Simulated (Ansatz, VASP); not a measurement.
Cu2Ni in VASP and in Ansatz

```
Cu Ni
1.0
     4.37824    0.00000    0.00000
    -2.18912    3.79166    0.00000
     0.00000    0.00000    4.17164
Cu Ni
4 2
Cartesian
  0.0000 0.0000 0.0000
  -0.7390 1.2799 2.0858
  1.4501 2.5117 2.0858
  1.4779 0.0000 2.0858
  2.1891 1.2639 0.0000
  0.0000 2.5278 0.0000
```

Alike in both runs: task single point; functional PBE; k mesh 12 × 12 × 10; occupations gaussian, width 0.1 eV; no spin polarisation.

```csv
,VASP,Ansatz
version,VASP 6.6.1,Ansatz 0.2.0
potentials or method,"VASP PAW PBE potentials, release 64 (Cu, Ni), cutoff 520 eV","scalar-relativistic, plane waves, PAW"
valence electrons in the cell,64,112
```

```tsv
	VASP	Ansatz	Ansatz less VASP
gap on the k mesh at the Fermi level (eV)	none	none	-
pressure (GPa)	0.6	0.0	-0.56
traceless stress, the component that is largest in VASP (GPa)	-0.06	-0.01	+0.052
```

A gap of «none» marks a metal or a gap that the smearing closes. The functional is the same, so the differences come from potentials, cutoffs and numerics. VASP's potentials hold 64 valence electrons a cell and Ansatz's 112, so a difference there can come from the potentials and not from the codes.
